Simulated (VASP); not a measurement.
Wanted: the native input for a VASP 6.6.1 run.

```yaml
Task: single point
Functional: PBE
Potentials_or_basis: VASP PAW PBE potentials, release 64 (Cd, S)
Cutoff: 520 eV
k_mesh: 7 × 7 × 2
Occupations: gaussian, width 0.05 eV
Spin: no spin polarisation
Dipole_correction: no
Further_INCAR_settings: ALGO = Normal; EDIFF = 1e-06; NBANDS = 46
```

The structure of CdS lies in POSCAR:

```
CdS
1.0
   -2.0985806452     -3.6348483013      0.0000000000
    2.0985806452     -3.6348483013      0.0000000000
    0.0000000000      0.0000000000     13.6554617430
Cd S
4 4
Direct
    0.6666666667      0.6666666667      0.0020782541
    0.6666666667      0.6666666667      0.5020782541
    0.3333333333      0.3333333333      0.2520782541
    0.3333333333      0.3333333333      0.7520782541
    0.6666666667      0.6666666667      0.1904217459
    0.6666666667      0.6666666667      0.6904217459
    0.3333333333      0.3333333333      0.4404217459
    0.3333333333      0.3333333333      0.9404217459
```

One way to write it, as run:

INCAR

```
SYSTEM = CdS
ALGO = Normal ; EDIFF = 1E-6
ENCUT = 520 ; GGA = PE
ISIF = 2 ; ISMEAR = 0
LASPH = .TRUE. ; LCHARG = .TRUE.
LELF = .TRUE. ; LREAL = .FALSE.
LVHAR = .TRUE. ; LWAVE = .FALSE.
NBANDS = 46 ; NELM = 80
PREC = Accurate ; SIGMA = 0.05
```

KPOINTS

```
k-points
0
G
  7 7 2
  0 0 0
```

Potentials or basis: VASP PAW PBE potentials, release 64 (Cd, S).

Run with:

```sh
$ cat potpaw_PBE.64/Cd/POTCAR potpaw_PBE.64/S/POTCAR > POTCAR
$ mpirun -np 1 vasp_std > vasp.out
```

It gave:

```
Pressure               : 0.3 GPa
Band gap on the k mesh : 1.11 eV
```

Run time: 120 s on 1 thread of AMD EPYC 7R13 Processor (Zen 3) (shared host), peak memory 0.34 GiB.
